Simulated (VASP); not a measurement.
B4As3N: single point with PBE

Crystal: B4As3N.

```
N B As
1.0
    -2.27080    2.27080    4.46628
     2.27080   -2.27080    4.46628
     2.27080    2.27080   -4.46628
N B As
1 4 3
Direct
  0.00000 0.00000 0.00000
  0.68726 0.68726 0.59619
  0.90893 0.31274 0.00000
  0.09107 0.09107 0.40381
  0.31274 0.90893 0.00000
  0.25000 0.75000 0.50000
  0.50000 0.50000 0.00000
  0.75000 0.25000 0.50000
```

```json
{
  "Program": "VASP 6.6.1",
  "Task": "single point",
  "Functional": "PBE",
  "Potentials or basis": "VASP PAW PBE potentials, release 64 (N, B, As)",
  "Cutoff": "520 eV",
  "k mesh": "8 × 8 × 8",
  "Occupations": "fermi-dirac, width 0.02 eV",
  "Spin": "no spin polarisation",
  "Dipole correction": "no",
  "Further INCAR settings": "ALGO = Normal; EDIFF = 1e-07; NBANDS = 26"
}
```

```yaml
Pressure: 0.6 GPa
Largest_force: 0.052 eV/Å
Band_gap_on_the_k_mesh: 1.21 eV, direct
```

Forces in eV/Å, atoms in the order of the input:
```
N    0.000  0.000  0.000
B    0.024  0.024  0.039
B   -0.024  0.024 -0.039
B   -0.024 -0.024  0.039
B    0.024 -0.024 -0.039
As   0.000  0.000  0.000
As   0.000  0.000  0.000
As   0.000  0.000  0.000
```

Levels at points of the mesh, in eV from the valence-band top:
| k point | band 14 | band 15 | band 16 | band 17 | band 18 | band 19 |
| --- | --- | --- | --- | --- | --- | --- |
| (0.00, 0.00, 0.00) | -0.33 | 0.00 | 0.00 | 1.21 | 1.98 | 4.37 |
| (0.50, 0.00, 0.00) | -2.76 | -2.55 | -0.89 | 3.20 | 4.43 | 4.44 |
| (0.50, 0.50, 0.00) | -0.95 | -0.58 | -0.52 | 1.80 | 3.82 | 4.61 |
| (0.50, 0.50, 0.50) | -2.01 | -1.60 | -1.60 | 1.53 | 1.99 | 2.28 |

It took 3.7 min on 1 thread of Intel Xeon 6975P-C (shared host), peak memory 0.33 GiB.

A k mesh can miss the band edges.
